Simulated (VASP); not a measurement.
# Hg (R-3m) in VASP: notebook, part 2 of 2

VASP 6.6.1. Earlier steps stand in the parts before.

## Step 3: Electric field gradients, PBE (21.78 Å³/atom)

This run uses another cell than the first one, of 21.78 Å³/atom.

Contents of INCAR:

```
  PREC = Accurate
  ENCUT = 410
  EDIFF = 1E-8
  ISMEAR = -1
  SIGMA = 0.03
  LREAL = F
  LASPH = T
  NELM = 120
  ALGO = Normal
  ISIF = 2
  LWAVE = F
  LCHARG = F
  GGA = PE
  LEFG = T
  NBANDS = 16
  GGA_COMPAT = F
```

Contents of KPOINTS:

```
Automatic mesh
0
Gamma
  12 12 12
```

Contents of POSCAR:

```
Hg
1.0
    1.6949848368      0.9785999518      2.1887833115
   -1.6949848368      0.9785999518      2.1887833115
    0.0000000000     -1.9571999036      2.1887833115
Hg
1
Direct
    0.0000000000      0.0000000000      0.0000000000
```

Potentials or basis: VASP PAW PBE potentials, release 64 (Hg_sv_GW).

Started as:

```bash
$ cat potpaw_PBE.64/Hg_sv_GW/POTCAR > POTCAR
$ mpirun -np 1 vasp_std > vasp.out
```

OUTCAR:

```text
PREC = Accurate
   ENCUT = 410
   EDIFF = 1E-8
   ISMEAR = -1
   LREAL = F
   LASPH = T
   NELM = 120
   ISIF = 2
   GGA = PE

 ion  position               nearest neighbor table
   1  0.000  0.000  0.000-

  LATTYP: Found a trigonal (rhomboedric) cell.
 ALAT       =     2.9362227176
 COS(alpha) =     0.3335253405

  Lattice vectors:

 A1 = (   1.6949848368,   0.9785999518,   2.1887833115)
 A2 = (  -1.6949848368,   0.9785999518,   2.1887833115)
 A3 = (   0.0000000000,  -1.9571999036,   2.1887833115)

Analysis of symmetry for initial positions (statically):
=====================================================================
 Subroutine PRICEL returns:
 Original cell was already a primitive cell.

[... 638 lines left out ...]
  in kB       62.7852625     62.7852625     91.3205870      0.0000000      0.0000000     -0.0000000
  external PRESSURE =      72.2970374 kB  Pullay stress =       0.0000000 kB

 VOLUME and BASIS-vectors are now :
 -----------------------------------------------------------------------------
  energy-cutoff  :      410.00
  volume of cell :       21.78
      direct lattice vectors                 reciprocal lattice vectors
     1.694984837  0.978599952  2.188783311     0.294987890  0.170311337  0.152291609
    -1.694984837  0.978599952  2.188783311    -0.294987890  0.170311337  0.152291609
     0.000000000 -1.957199904  2.188783311     0.000000000 -0.340622675  0.152291609

 POSITION                                       TOTAL-FORCE (eV/Angst)
 -----------------------------------------------------------------------------------
      0.00000      0.00000      0.00000         0.000000     -0.000000     -0.000000
 -----------------------------------------------------------------------------------
    total drift:                               -0.000000     -0.000000      0.000000

  FREE ENERGIE OF THE ION-ELECTRON SYSTEM (eV)
  ---------------------------------------------------
  free  energy   TOTEN  =        -0.0106878727 eV

  energy  without entropy=       -0.0095378507  energy(sigma->0) =       -0.01011286

 Electric field gradients (V/A^2)
---------------------------------------------------------------------
 ion       V_xx      V_yy      V_zz      V_xy      V_xz      V_yz
---------------------------------------------------------------------
   1      78.960    78.960  -157.921    -0.000     0.000     0.000
---------------------------------------------------------------------

 Electric field gradients after diagonalization (V/A^2)
 (convention: |V_zz| > |V_xx| > |V_yy|)
----------------------------------------------------------------------
 ion       V_xx      V_yy      V_zz     asymmetry (V_yy - V_xx)/ V_zz
----------------------------------------------------------------------
   1      78.960    78.960  -157.921       0.000
----------------------------------------------------------------------

           NMR quadrupolar parameters

 Cq : quadrupolar parameter    Cq=e*Q*V_zz/h
 eta: asymmetry parameters     (V_yy - V_xx)/ V_zz
 Q  : nuclear electric quadrupole moment in mb (millibarn)
----------------------------------------------------------------------
 ion       Cq(MHz)       eta       Q (mb)
----------------------------------------------------------------------
   1      -0.382       0.000       1.000
----------------------------------------------------------------------
```

stdout:

```text
POSCAR found type information on POSCAR Hg
 POSCAR found :  1 types and       1 ions
 scaLAPACK will be used
 LDA part: xc-table for (Slater+PW92), standard interpolation
 POSCAR, INCAR and KPOINTS ok, starting setup
 FFT: planning ... GRIDC
 FFT: planning ... GRID_SOFT
 FFT: planning ... GRID
 WAVECAR not read
 entering main loop
ion   1
```

It took 26 s on 1 thread of Intel Xeon Platinum 8488C (Sapphire Rapids), shared host; peak memory 0.17 GiB.

Results:

- Free energy: -0.0107 eV
- Pressure: 7.2 GPa
- Band gap on the k mesh: zero (bands 10 and 11 overlap by 3.52 eV)
- Largest electric field gradient by atom: Hg -157.9 V/Å²

Levels at points of the mesh, in eV from the Fermi level:
```
           k point  band 6  band 7  band 8  band 9  band 10  band 11  band 12  band 13  band 14  band 15
(0.00, 0.00, 0.00)   -8.06   -8.06   -6.59   -6.39    -6.39    11.87    12.87    12.87    17.86    19.20
(0.50, 0.00, 0.00)   -8.08   -6.61   -6.45   -6.02    -2.34    -2.04    12.22    12.88    16.96    18.25
(0.50, 0.50, 0.00)   -8.44   -6.29   -6.07   -5.48    -0.34     1.11     4.75    10.09    10.54    16.14
(0.50, 0.50, 0.50)   -7.63   -7.63   -5.59   -5.59    -0.38     1.62     9.67     9.67    10.67    15.95
```

Electric field gradients, principal values (V/Å²):
| atom | least | middle | greatest (by size) |
| --- | --- | --- | --- |
| 1 Hg | 78.960 | 78.960 | -157.921 |

Caveat: the cell stands under pressure; without QUAD_EFG the Cq values of the log hold for a quadrupole moment of 1 mb, not for the nuclei; spin-orbit coupling is left out, which moves the levels of the heavy elements.
